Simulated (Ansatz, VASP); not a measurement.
# BN: VASP beside Ansatz

INCAR

```
AGGAC = 1.0 ; AGGAX = 1.0
ALDAC = 0.0 ; ALDAX = 1.0
ALGO = Normal ; EDIFF = 1E-6
ENCUT = 520 ; GGA = B5
ISIF = 2 ; ISMEAR = 0
LASPH = T ; LCHARG = F
LREAL = F ; LWAVE = F
NBANDS = 11 ; NELM = 100
PREC = Accurate ; SIGMA = 0.01
```

File KPOINTS:

```
k-points
0
Gamma
  10 10 10
```

The input POSCAR:

```
BN
1.0
    1.2511220000      0.7223350000      3.3729340000
   -1.2511220000      0.7223350000      3.3729340000
    0.0000000000     -1.4446710000      3.3729340000
B N
1 1
Direct
    0.9996710000      0.9996710000      0.9996710000
    0.3327620000      0.3327620000      0.3327620000
```

Input for Ansatz:

```yaml
crystal:
  lattice:
    - [1.251122, 0.722335, 3.372934]
    - [-1.251122, 0.722335, 3.372934]
    - [0.0, -1.444671, 3.372934]
  atoms:
    - { symbol: B, position: [0.999671, 0.999671, 0.999671] }
    - { symbol: "N", position: [0.332762, 0.332762, 0.332762] }
kpoints:
  mp_grid:
    grid: [10, 10, 10]
hamiltonian:
  xc: blyp
scf:
  occupations:
    method: fixed
output:
  stress: true
```

Alike in both runs: task single point; functional BLYP; k mesh 10 × 10 × 10; no spin polarisation.

```csv
,VASP,Ansatz
version,VASP 6.6.1,Ansatz 0.2.0
potentials or method,"VASP PAW PBE potentials, release 64 (B, N)","plane waves, PAW"
plane-wave cutoff (eV),520,420
occupations,"gaussian, width 0.01 eV",fixed
valence electrons in the cell,8,8
```

VASP gave:

| Quantity | Value |
| --- | --- |
| pressure (GPa) | 5.5 |
| traceless stress, the component that is largest in VASP (GPa) | -1.56 |

What did Ansatz give for the same quantities?

Pressure (GPa): 5.7; traceless stress, the component that is largest in VASP (GPa): -1.58.

VASP's potentials were made for PBE, not for BLYP.
